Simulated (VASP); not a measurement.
Write the native input for VASP 6.6.1 that does the following.

| Property | Result |
| --- | --- |
| Task | single point |
| Functional | PBEsol |
| Potentials or basis | VASP PAW PBE potentials, release 64 (Ta_pv) |
| Cutoff | 520 eV |
| k mesh | 11 × 11 × 5 |
| Occupations | fermi-dirac, width 0.05 eV |
| Spin | no spin polarisation |
| Dipole correction | no |
| Further INCAR settings | ALGO = Normal; EDIFF = 1e-07; NBANDS = 18 |

The structure of Ta lies in POSCAR:

```
Ta
1.0
    2.8203717856      0.0000000000      0.0000000000
   -1.4101858928      2.4425136145      0.0000000000
    0.0000000000      0.0000000000      5.0247399472
Ta
2
Direct
    0.3333333333      0.6666666667      0.2500000000
    0.6666666667      0.3333333333      0.7500000000
```

This isn't the form of Ta at room conditions, which is bcc.

These files were run (other wordings do the same):

INCAR

```
SYSTEM = Ta
PREC = Accurate ; ENCUT = 520
EDIFF = 1E-7 ; ISMEAR = -1
SIGMA = 0.05 ; LREAL = .False.
LASPH = .True. ; NELM = 100
ALGO = Normal ; ISIF = 2
LWAVE = .False. ; LCHARG = .True.
GGA = PS ; LELF = .True.
LVHAR = .True. ; NBANDS = 18
```

KPOINTS

```
regular mesh
0
Gamma
  11 11 5
  0 0 0
```

Potentials or basis: VASP PAW PBE potentials, release 64 (Ta_pv).

Launch:

```console
$ cat potpaw_PBE.64/Ta_pv/POTCAR > POTCAR
$ mpirun -np 1 vasp_std > vasp.out
```

It gave:

```
Pressure               : 10.2 GPa
Band gap on the k mesh : zero (bands 11 and 12 overlap by 1.76 eV)
```

Caveat: the cell stands under pressure; the PAW data sets were made with another functional, which shifts forces and pressure a little; spin-orbit coupling is left out, which moves the levels of the heavy elements.

Wall time 39 s on 1 thread of AMD EPYC 7R13, with other jobs on the host, peak memory 0.14 GiB.
